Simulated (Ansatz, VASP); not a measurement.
PbS in VASP and in Ansatz

```
Pb S
1.0
     5.04657    0.00000    0.00000
    -2.52328    4.37046    0.00000
     0.00000    0.00000    6.05645
Pb S
2 2
Direct
  0.33333 0.66667 0.25000
  0.66667 0.33333 0.75000
  0.66667 0.33333 0.25000
  0.33333 0.66667 0.75000
```

Alike in both runs: task single point; functional r2SCAN; k mesh 6 × 6 × 4; no spin polarisation.

```csv
,VASP,Ansatz
version,VASP 6.6.1,Ansatz 0.2.0
potentials or method,"VASP PAW PBE potentials, release 64 (Pb_d, S)","plane waves, PAW"
plane-wave cutoff (eV),520,500
occupations,"gaussian, width 0.01 eV",fixed
valence electrons in the cell,40,40
```

```csv
,VASP,Ansatz,Ansatz less VASP
gap on the k mesh at the Fermi level (eV),1.77,1.76,-0.005
pressure (GPa),-1.3,-1.3,+0.01
"traceless stress, the component that is largest in VASP (GPa)",-0.09,-0.07,+0.013
```

VASP's potentials were made for PBE, not for r2SCAN.

Spin-orbit coupling is off throughout.
